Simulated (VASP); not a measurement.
A run of VASP 6.6.1:

Contents of INCAR:

```
SYSTEM = GaN
PREC     = Accurate       ! precision mode
ENCUT    = 520            ! plane-wave cutoff, eV
EDIFF    = 1E-7           ! SCF threshold, eV
ISMEAR   = 0              ! smearing method
SIGMA    = 0.01           ! smearing width, eV
LREAL    = .FALSE.        ! projectors in reciprocal space
LASPH    = .TRUE.         ! aspherical terms in the spheres
NELM     = 60             ! most SCF steps
ALGO     = Normal         ! electronic algorithm
ISIF     = 2              ! what is computed and relaxed
LWAVE    = .FALSE.        ! write WAVECAR
LCHARG   = .TRUE.         ! write CHGCAR
GGA      = PS             ! functional
LELF     = .TRUE.         ! ELF
LVHAR    = .TRUE.       
NBANDS   = 26             ! bands
```

The input KPOINTS:

```
Automatic mesh
0
G
  8 8 4
  0 0 0
```

File POSCAR:

```
GaN
1.0
    3.1717443493      0.0000000000      0.0000000000
   -1.5858721746      2.7468111808      0.0000000000
    0.0000000000      0.0000000000      5.1677775746
Ga N
2 2
Direct
    0.3333333333      0.6666666667     -0.0007980656
    0.6666666667      0.3333333333      0.4992019344
    0.3333333333      0.6666666667      0.3757980656
    0.6666666667      0.3333333333      0.8757980656
```

Potentials or basis: VASP PAW PBE potentials, release 64 (Ga_d, N).

Command:

```console
$ cat potpaw_PBE.64/Ga_d/POTCAR potpaw_PBE.64/N/POTCAR > POTCAR
$ mpirun -np 1 vasp_std > vasp.out
```

Hardware: 1 thread of Intel(R) Xeon(R) Platinum 8488C (Sapphire Rapids), with other jobs on the host.

Problem. Estimate the wall time of this run.

Solution. It took 24 s on 1 thread of Intel(R) Xeon(R) Platinum 8488C (Sapphire Rapids), on a shared host, peak memory 0.17 GiB. Counts: scf iterations 17, k points 30.
